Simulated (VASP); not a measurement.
# Al in VASP: a series of runs

The runs below take Al through single point, with PBE.

Everything below comes from runs of VASP 6.6.1. Logs are shortened: lines on timing, memory, paths and dates and some standing lists are left out, and cuts for length are marked.

## (1) The cell of the first run

The structure is monoclinic, space group C2/m (No. 12). The conventional cell has a = 4.909 Å, b = 2.840 Å, c = 2.828 Å, α = 90.00°, β = 125.06°, γ = 90.00°. Al (site symmetry 2/m) has 12 Al at 2.83 to 2.84 Å within 3.7 Å.

## (2) Single point, PBE

File INCAR:

```
SYSTEM = Al
PREC = Accurate
ENCUT = 520
EDIFF = 1E-7
ISMEAR = 0
SIGMA = 0.1
LREAL = .False.
LASPH = .True.
NELM = 100
ALGO = Fast
ISIF = 2
LWAVE = .False.
LCHARG = .False.
GGA = PE
NBANDS = 14
```

File KPOINTS:

```
Automatic mesh
0
Gamma
  6 6 15
  0 0 0
```

File POSCAR:

```
Al
1.0
    5.6802108526      0.0000040584      0.0089362869
   -2.8401019116      4.9192089264     -0.0089362869
   -1.4163555684      0.8177332687      2.3076234465
Al
4
Direct
    0.0000000000      0.5000000000      0.0000000000
    0.5000000000      0.5000000000      0.0000000000
    0.0000000000      0.0000000000      0.0000000000
    0.5000000000      0.0000000000      0.0000000000
```

Potentials or basis: VASP PAW PBE potentials, release 64 (Al).

On the command line:

```sh
cat potpaw_PBE.64/Al/POTCAR > POTCAR
mpirun -np 1 vasp_std > vasp.out
```

OUTCAR:

```text
SYSTEM = Al
   PREC = Accurate
   ENCUT = 520
   EDIFF = 1E-7
   ISMEAR = 0
   LREAL = .False.
   LASPH = .True.
   NELM = 100
   ISIF = 2
   GGA = PE

 ion  position               nearest neighbor table
   1  0.000  0.500  0.000-   3 2.84   3 2.84   2 2.84   2 2.84   4 2.84   4 2.84   3 2.84   3 2.84
                             2 2.84   2 2.84
   2  0.500  0.500  0.000-   4 2.84   4 2.84   1 2.84   1 2.84   3 2.84   3 2.84   4 2.84   4 2.84
                             1 2.84   1 2.84
   3  0.000  0.000  0.000-   1 2.84   1 2.84   4 2.84   4 2.84   2 2.84   2 2.84   1 2.84   1 2.84
                             4 2.84   4 2.84
   4  0.500  0.000  0.000-   2 2.84   2 2.84   3 2.84   3 2.84   1 2.84   1 2.84   2 2.84   2 2.84
                             3 2.84   3 2.84
[... 9 lines left out ...]
 A1 = (   1.4237463432,  -4.1014756577,   2.3165597334)
 A2 = (   4.2638552842,   0.8177373271,   2.3165597334)
 A3 = (  -1.4163555684,   0.8177332687,   2.3076234465)

Analysis of symmetry for initial positions (statically):
=====================================================================
 Subroutine PRICEL returns following result:

  LATTYP: Found a base centered monoclinic cell.
 ALAT       =     4.9091618415
 B/A-ratio  =     0.5785323509
 C/A-ratio  =     0.5761483184
 COS(beta)  =    -0.5743696778

  Lattice vectors:

 A1 = (  -0.0036953874,   1.6418711945,  -2.3120915900)
 A2 = (  -1.4237498579,  -0.8177352979,  -2.3120915900)
 A3 = (  -1.4163555684,   0.8177332687,   2.3076234465)

   4 primitive cells build up your supercell.

 Routine SETGRP: Setting up the symmetry group for a
 base centered monoclinic supercell.

 Subroutine GETGRP returns: Found  4 space group operations
 (whereof  4 operations were pure point group operations)
 out of a pool of  4 trial point group operations.

The static configuration has the point symmetry C_2h.

Analysis of symmetry for dynamics (positions and initial velocities):
=====================================================================
 Subroutine PRICEL returns following result:

  LATTYP: Found a base centered monoclinic cell.
 ALAT       =     4.9091618415
 B/A-ratio  =     0.5785323509
 C/A-ratio  =     0.5761483184
 COS(beta)  =    -0.5743696778

  Lattice vectors:

 A1 = (  -0.0036953874,   1.6418711945,  -2.3120915900)
 A2 = (  -1.4237498579,  -0.8177352979,  -2.3120915900)
 A3 = (  -1.4163555684,   0.8177332687,   2.3076234465)

   4 primitive cells build up your supercell.

 Routine SETGRP: Setting up the symmetry group for a
 base centered monoclinic supercell.

[... 110 lines left out ...]
   POTIM  = 0.5000    time-step for ionic-motion
   TEBEG  =    0.0;   TEEND  =   0.0 temperature during run
   PSTRESS=    0.0 pullay stress
   NELECT =      12.0000    total number of electrons
   NUPDOWN=      -1.0000    fix difference up-down
   EMIN   =  10.00;   EMAX   =-10.00  energy-range for DOS
   EFERMI =   0.00;   METHOD = LEGACY
   ISMEAR =     0;   SIGMA  =   0.10  broadening in eV -4-tet -1-fermi 0-gaus
   EFERMI_NEDOS =   21; number of points for ismear=-14 and -15
   IALGO  =     68    algorithm
   IMIX   =      4    mixing-type and parameters
     AMIX     =   0.40;   BMIX     =  1.00
     AMIX_MAG =   1.60;   BMIX_MAG =  1.00
  volume/ion in A,a.u.               =      16.14       108.92
  Fermi-wavevector in a.u.,A,eV,Ry     =   0.934274  1.765521 11.876076  0.872867
  Thomas-Fermi vector in A             =   2.061061
   LORBIT       =      0    0 simple, 1 ext, 2 COOP (PROOUT), +10 PAW based schemes
   GGA     = PE    functional components
   LHFCALC =     F    Hartree Fock is set to
   AEXX    =    0.0000 exact exchange contribution
   IVDW    =     0    specifies the selected vdW correction
   LEPSILON=     F    determine dielectric tensor
   LRPA    =     F    only Hartree local field effects (RPA)
 non-spin polarized calculation
 RMM-DIIS sequential band-by-band and
 Gauss-broadening in eV      SIGMA  =   0.10
  energy-cutoff  :      520.00
  volume of cell :       64.56
 maximum number of plane-waves:      1766
   NGX = 21   NGY = 21   NGZ = 11

 number of electron      12.0000000 magnetization

 Free energy of the ion-electron system (eV)
  ---------------------------------------------------
  ext. energy  EPLUGINS =         0.00000000
  ---------------------------------------------------
  free energy    TOTEN  =       -15.00594778 eV

  energy without entropy =      -14.99999876  energy(sigma->0) =      -15.00297327

 E-fermi :   8.2257     XC(G=0): -10.2764

 val. band max:        8.2197794420   @ k =   0.3333   0.1667   0.2667
 cond. band min:       8.2490264630   @ k =   0.5000   0.5000   0.1333
 fundamental gap:      0.0292470209
 Fermi energy:         8.2257274205

 k-point     1 :       0.0000    0.0000    0.0000
  band No.  band energies     occupation
      1      -3.0557      2.00000
      2       3.5392      2.00000
      3       3.5392      2.00000
      4       3.7968      2.00000
      5       3.7968      2.00000
      6       5.2297      2.00000
      7       6.5905      2.00000
      8      13.5135      0.00000
      9      13.8870      0.00000
     10      14.0388      0.00000
     11      17.5446      0.00000
     12      19.7518      0.00000
     13      19.7680      0.00000
     14      19.8891      0.00000
[... 377 lines left out ...]
      1      -2.8823      2.00000
      2       2.9472      2.00000
      3       2.9472      2.00000
      4       4.1974      2.00000
      5       4.7137      2.00000
      6       4.7137      2.00000
      7       7.9334      1.99996
      8      12.1171      0.00000
      9      14.0342      0.00000
     10      15.0423      0.00000
     11      17.7445      0.00000
     12      17.7445      0.00000
     13      17.9926      0.00000
     14      17.9928      0.00000

 [... further k-points ...]
[... 5 lines left out ...]
  --------------------------------------------------------------------------------------
  -------------------------------------------------------------------------------------
  Total        1.1434000      1.0575357     -0.0020740     -0.0743606      0.0051488     -0.0089180
  in kB       28.3742982     26.2435151     -0.0514687     -1.8453123      0.1277715     -0.2213068
  external PRESSURE =      18.1887815 kB  Pullay stress =       0.0000000 kB

 VOLUME and BASIS-vectors are now :
 -----------------------------------------------------------------------------
  energy-cutoff  :      520.00
  volume of cell :       64.56
      direct lattice vectors                 reciprocal lattice vectors
     5.680210853  0.000004058  0.008936287     0.175936546  0.101707538  0.071943743
    -2.840101912  4.919208926 -0.008936287     0.000113039  0.203219287 -0.071943743
    -1.416355568  0.817733269  2.307623447    -0.000680878  0.000393105  0.432789059

 POSITION                                       TOTAL-FORCE (eV/Angst)
 -----------------------------------------------------------------------------------
     -1.42005      2.45960     -0.00447         0.000000     -0.000000     -0.000000
      1.42005      2.45961      0.00000        -0.000000     -0.000000      0.000000
      0.00000      0.00000      0.00000        -0.000000      0.000000     -0.000000
      2.84011      0.00000      0.00447         0.000000      0.000000      0.000000
 -----------------------------------------------------------------------------------
    total drift:                               -0.000000      0.000000      0.000000

  FREE ENERGIE OF THE ION-ELECTRON SYSTEM (eV)
  ---------------------------------------------------
  free  energy   TOTEN  =       -15.0059477773 eV

  energy  without entropy=      -14.9999987561  energy(sigma->0) =      -15.00297327
```

stdout:

```text
POSCAR found type information on POSCAR Al
 POSCAR found :  1 types and       4 ions
 scaLAPACK will be used
 LDA part: xc-table for (Slater+PW92), standard interpolation
 POSCAR, INCAR and KPOINTS ok, starting setup
 FFT: planning ... GRIDC
 FFT: planning ... GRID_SOFT
 FFT: planning ... GRID
 WAVECAR not read
 entering main loop
```

Wall time 2 min (1 thread of Intel Xeon Platinum 8488C (Sapphire Rapids), shared host); peak memory 0.26 GiB.

Results:

```
Free energy            : -15.0059 eV
Pressure               : 1.8 GPa
Band gap on the k mesh : zero (bands 6 and 7 overlap by 3.79 eV)
```

Stress tensor (GPa, compression positive):
```
 2.84 -0.18 -0.02
-0.18  2.62  0.01
-0.02  0.01 -0.01
```

## (3) Single point, PBE

This run uses another cell than the first one, of 16.41 Å³/atom.

File INCAR:

```
SYSTEM = Al
PREC = Accurate
ENCUT = 520
EDIFF = 1E-6
ISMEAR = 0
SIGMA = 0.1
LREAL = .FALSE.
LASPH = .TRUE.
NELM = 80
ALGO = Fast
ISIF = 2
LWAVE = .FALSE.
LCHARG = .FALSE.
GGA = PE
NBANDS = 14
```

File KPOINTS:

```
Automatic mesh
0
G
  6 6 15
  0 0 0
```

File POSCAR:

```
Al
1.0
    5.6802178820      0.0000000000      0.0000000000
   -2.8401089410      4.9192129848      0.0000000000
   -1.4200544705      0.8198688308      2.3496627152
Al
4
Direct
    0.0000000000      0.5000000000      0.0000000000
    0.5000000000      0.5000000000      0.0000000000
    0.0000000000      0.0000000000      0.0000000000
    0.5000000000      0.0000000000      0.0000000000
```

Potentials or basis: VASP PAW PBE potentials, release 64 (Al).

On the command line:

```sh
cat potpaw_PBE.64/Al/POTCAR > POTCAR
mpirun -np 1 vasp_std > vasp.out
```

OUTCAR:

```text
SYSTEM = Al
   PREC = Accurate
   ENCUT = 520
   EDIFF = 1E-6
   ISMEAR = 0
   LREAL = .FALSE.
   LASPH = .TRUE.
   NELM = 80
   ISIF = 2
   GGA = PE

 ion  position               nearest neighbor table
   1  0.000  0.500  0.000-   3 2.84   4 2.84   3 2.84   4 2.84   2 2.84   2 2.84   3 2.87   3 2.87
                             2 2.87   2 2.87
   2  0.500  0.500  0.000-   3 2.84   4 2.84   4 2.84   3 2.84   1 2.84   1 2.84   4 2.87   4 2.87
                             1 2.87   1 2.87
   3  0.000  0.000  0.000-   1 2.84   2 2.84   1 2.84   2 2.84   4 2.84   4 2.84   1 2.87   1 2.87
                             4 2.87   4 2.87
   4  0.500  0.000  0.000-   1 2.84   2 2.84   2 2.84   1 2.84   3 2.84   3 2.84   2 2.87   2 2.87
                             3 2.87   3 2.87

  LATTYP: Found a base centered monoclinic cell.
 ALAT       =     8.0686735641
 B/A-ratio  =     0.7039840981
 C/A-ratio  =     0.3551078673
 COS(beta)  =    -0.0124085947

  Lattice vectors:

 A1 = (  -1.4200544705,   4.0993441540,  -2.3496627152)
 A2 = (  -4.2601634115,  -0.8198688308,  -2.3496627152)
 A3 = (  -1.4200544705,   0.8198688308,   2.3496627152)

Analysis of symmetry for initial positions (statically):
=====================================================================
 Subroutine PRICEL returns following result:

  LATTYP: Found a trigonal (rhomboedric) cell.
 ALAT       =     2.8652494611
 COS(alpha) =     0.5087357926

  Lattice vectors:

 A1 = (   0.0000000000,  -1.6397376616,   2.3496627152)
 A2 = (   1.4200544705,   0.8198688308,   2.3496627152)
 A3 = (  -1.4200544705,   0.8198688308,   2.3496627152)

   4 primitive cells build up your supercell.

 Routine SETGRP: Setting up the symmetry group for a
 base centered monoclinic supercell.

 Subroutine GETGRP returns: Found  4 space group operations
 (whereof  4 operations were pure point group operations)
 out of a pool of  4 trial point group operations.

The static configuration has the point symmetry C_2h.

Analysis of symmetry for dynamics (positions and initial velocities):
=====================================================================
 Subroutine PRICEL returns following result:

  LATTYP: Found a trigonal (rhomboedric) cell.
 ALAT       =     2.8652494611
 COS(alpha) =     0.5087357926

  Lattice vectors:

 A1 = (   0.0000000000,  -1.6397376616,   2.3496627152)
 A2 = (   1.4200544705,   0.8198688308,   2.3496627152)
 A3 = (  -1.4200544705,   0.8198688308,   2.3496627152)

   4 primitive cells build up your supercell.

 Routine SETGRP: Setting up the symmetry group for a
 base centered monoclinic supercell.

 Subroutine GETGRP returns: Found  4 space group operations
 (whereof  4 operations were pure point group operations)
 out of a pool of  4 trial point group operations.

The dynamic configuration has the point symmetry C_2h.

 Subroutine INISYM returns: Found  4 space group operations
 (whereof  4 operations are pure point group operations),
 and found     4 'primitive' translations

----------------------------------------------------------------------------------------

                                     Primitive cell

  volume of cell :      16.4137

  direct lattice vectors                    reciprocal lattice vectors
     0.000000000 -1.639737662  2.349662715    -0.000000000 -0.406569101  0.141864333
[... 64 lines left out ...]
 -0.166667  0.166667  0.066667      2.000000
 [... further k-points ...]
   k-points           NKPTS =    160   k-points in BZ     NKDIM =    160   number of bands    NBANDS=     14
   number of dos      NEDOS =    301   number of ions     NIONS =      4
   total plane-waves  NPLWV =  42336
   dimension x,y,z NGX =    42 NGY =   42 NGZ =   24
   dimension x,y,z NGXF=    84 NGYF=   84 NGZF=   48
   ions per type =               4
   NGX,Y,Z   is equivalent  to a cutoff of  12.29, 12.29, 13.93 a.u.
   NGXF,Y,Z  is equivalent  to a cutoff of  24.58, 24.58, 27.85 a.u.
 SYSTEM =  Al
   PREC   = accura    normal or accurate (medium, high low for compatibility)
   ISTART =      0    job   : 0-new  1-cont  2-samecut
   ICHARG =      2    charge: 1-file 2-atom 10-const
   ISPIN  =      1    spin polarized calculation?
   LNONCOLLINEAR =      F non collinear calculations
   LSORBIT =      F    spin-orbit coupling
   LASPH  =      T    aspherical Exc in radial PAW
   ENCUT  =  520.0 eV  38.22 Ry    6.18 a.u.  10.56 10.56  5.33*2*pi/ulx,y,z
   NELM   =     80;   NELMIN=  2; NELMDL= -5     # of ELM steps
   EDIFF  = 0.1E-05   stopping-criterion for ELM
   LREAL  =      F    real-space projection
   EDIFFG = 0.1E-04   stopping-criterion for IOM
   NSW    =      0    number of steps for IOM
   IBRION =     -1    ionic relax: 0-MD 1-quasi-New 2-CG
   NFREE  =      0    steps in history (QN), initial steepest desc. (CG)
   ISIF   =      2    stress and relaxation
   ISYM   =      2    0-nonsym 1-usesym 2-fastsym
   POTIM  = 0.5000    time-step for ionic-motion
   TEBEG  =    0.0;   TEEND  =   0.0 temperature during run
   PSTRESS=    0.0 pullay stress
   NELECT =      12.0000    total number of electrons
   NUPDOWN=      -1.0000    fix difference up-down
   EMIN   =  10.00;   EMAX   =-10.00  energy-range for DOS
   EFERMI =   0.00;   METHOD = LEGACY
   ISMEAR =     0;   SIGMA  =   0.10  broadening in eV -4-tet -1-fermi 0-gaus
   EFERMI_NEDOS =   21; number of points for ismear=-14 and -15
   IALGO  =     68    algorithm
   IMIX   =      4    mixing-type and parameters
     AMIX     =   0.40;   BMIX     =  1.00
     AMIX_MAG =   1.60;   BMIX_MAG =  1.00
  volume/ion in A,a.u.               =      16.41       110.77
  Fermi-wavevector in a.u.,A,eV,Ry     =   0.929066  1.755680 11.744052  0.863163
  Thomas-Fermi vector in A             =   2.055309
   LORBIT       =      0    0 simple, 1 ext, 2 COOP (PROOUT), +10 PAW based schemes
   GGA     = PE    functional components
   LHFCALC =     F    Hartree Fock is set to
   AEXX    =    0.0000 exact exchange contribution
   IVDW    =     0    specifies the selected vdW correction
   LEPSILON=     F    determine dielectric tensor
   LRPA    =     F    only Hartree local field effects (RPA)
 non-spin polarized calculation
 RMM-DIIS sequential band-by-band and
 Gauss-broadening in eV      SIGMA  =   0.10
  energy-cutoff  :      520.00
  volume of cell :       65.65
 maximum number of plane-waves:      1787
   NGX = 21   NGY = 21   NGZ = 11

 number of electron      12.0000000 magnetization

 Free energy of the ion-electron system (eV)
  ---------------------------------------------------
  ext. energy  EPLUGINS =         0.00000000
  ---------------------------------------------------
  free energy    TOTEN  =       -14.99692502 eV

  energy without entropy =      -14.98943860  energy(sigma->0) =      -14.99318181

 E-fermi :   8.0305     XC(G=0): -10.2155

 val. band max:        8.0271335802   @ k =   0.5000   0.0000   0.4000
 cond. band min:       8.0348582969   @ k =   0.1667   0.5000   0.4667
 fundamental gap:      0.0077247167
 Fermi energy:         8.0305318903

 k-point     1 :       0.0000    0.0000    0.0000
  band No.  band energies     occupation
      1      -3.1160      2.00000
      2       3.4640      2.00000
      3       3.4640      2.00000
      4       3.7227      2.00000
      5       3.7227      2.00000
      6       5.1185      2.00000
      7       6.4539      2.00000
      8      13.3095      0.00000
      9      13.5180      0.00000
     10      13.8331      0.00000
     11      17.1792      0.00000
     12      19.3448      0.00000
     13      19.3521      0.00000
     14      19.3759      0.00000
[... 377 lines left out ...]
      1      -2.9429      2.00000
      2       2.8666      2.00000
      3       2.8666      2.00000
      4       4.0669      2.00000
      5       4.6445      2.00000
      6       4.6445      2.00000
      7       7.8155      1.99764
      8      11.7093      0.00000
      9      13.9802      0.00000
     10      14.8074      0.00000
     11      17.4611      0.00000
     12      17.4614      0.00000
     13      17.6328      0.00000
     14      17.6346      0.00000

 [... further k-points ...]
[... 5 lines left out ...]
  --------------------------------------------------------------------------------------
  -------------------------------------------------------------------------------------
  Total        0.7279288      0.7579638     -0.9664212      0.0260111     -0.0363185      0.0629055
  in kB       17.7636967     18.4966425    -23.5836414      0.6347496     -0.8862834      1.5350878
  external PRESSURE =       4.2255659 kB  Pullay stress =       0.0000000 kB

 VOLUME and BASIS-vectors are now :
 -----------------------------------------------------------------------------
  energy-cutoff  :      520.00
  volume of cell :       65.65
      direct lattice vectors                 reciprocal lattice vectors
     5.680217882  0.000000000  0.000000000     0.176049585  0.101642275  0.070932166
    -2.840108941  4.919212985  0.000000000     0.000000000  0.203284550 -0.070932166
    -1.420054470  0.819868831  2.349662715     0.000000000  0.000000000  0.425592998

 POSITION                                       TOTAL-FORCE (eV/Angst)
 -----------------------------------------------------------------------------------
     -1.42005      2.45961      0.00000         0.000000      0.000000     -0.000000
      1.42005      2.45961      0.00000        -0.000000      0.000000     -0.000000
      0.00000      0.00000      0.00000        -0.000000     -0.000000      0.000000
      2.84011      0.00000      0.00000        -0.000000      0.000000      0.000000
 -----------------------------------------------------------------------------------
    total drift:                               -0.000000      0.000000      0.000000

  FREE ENERGIE OF THE ION-ELECTRON SYSTEM (eV)
  ---------------------------------------------------
  free  energy   TOTEN  =       -14.9969250196 eV

  energy  without entropy=      -14.9894385966  energy(sigma->0) =      -14.99318181
```

stdout:

```text
POSCAR found type information on POSCAR Al
 POSCAR found :  1 types and       4 ions
 scaLAPACK will be used
 LDA part: xc-table for (Slater+PW92), standard interpolation
 POSCAR, INCAR and KPOINTS ok, starting setup
 FFT: planning ... GRIDC
 FFT: planning ... GRID_SOFT
 FFT: planning ... GRID
 WAVECAR not read
 entering main loop
```

It took 1.7 min on 1 thread of Intel Xeon Platinum 8488C (Sapphire Rapids), shared host; peak memory 0.25 GiB.

What came out:

* Free energy: -14.9969 eV
* Pressure: 0.4 GPa
* Band gap on the k mesh: zero (bands 6 and 7 overlap by 3.94 eV)

The gap in the log of VASP goes by the Fermi energy; the results here count the filled bands.